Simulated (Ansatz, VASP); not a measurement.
## One calculation of PbS, two programs

File INCAR:

```
  ALGO = Normal
  EDIFF = 1E-6
  ENCUT = 500
  GGA_COMPAT = F
  ISIF = 2
  ISMEAR = 0
  LASPH = T
  LCHARG = T
  LELF = T
  LREAL = F
  LVHAR = T
  LWAVE = F
  NBANDS = 17
  NELM = 120
  PREC = Accurate
  SIGMA = 0.01
```

The input KPOINTS:

```
k-points
0
Gamma
  6 6 6
```

Contents of POSCAR:

```
PbS
1.0
    0.0000000000      2.9458450378      2.9458450378
    2.9458450378      0.0000000000      2.9458450378
    2.9458450378      2.9458450378      0.0000000000
Pb S
1 1
Direct
    0.0000000000      0.0000000000      0.0000000000
    0.5000000000      0.5000000000      0.5000000000
```

Input for Ansatz:

```yaml
crystal:
  lattice:
    - [0.0, 2.945845037835816, 2.945845037835816]
    - [2.945845037835816, 0.0, 2.945845037835816]
    - [2.945845037835816, 2.945845037835816, 0.0]
  atoms:
    - { symbol: Pb, position: [0.0, 0.0, 0.0] }
    - { symbol: S, position: [0.5, 0.5, 0.5] }
basis:
  ecutwfc: 517.016338673772
kpoints:
  mp_grid:
    grid: [6, 6, 6]
hamiltonian:
  xc: lda
scf:
  occupations:
    method: fixed
output:
  stress: true
```

Alike in both runs: task single point; functional LDA; k mesh 6 × 6 × 6; no spin polarisation.

```csv
,VASP,Ansatz
version,VASP 6.6.1,Ansatz 0.2.0
potentials or method,"VASP PAW LDA potentials, release 64 (Pb_d, S), cutoff 500 eV","plane waves, PAW"
occupations,"gaussian, width 0.01 eV",fixed
valence electrons in the cell,20,20
```

Ansatz gave:

* pressure (GPa): -1.5

Question: What did VASP give for the same quantities?

Answer: Pressure (GPa): -1.4.

LDA's correlation is that of Perdew and Zunger in VASP and of Perdew and Wang (1992) in Ansatz.

Spin-orbit coupling is off throughout.
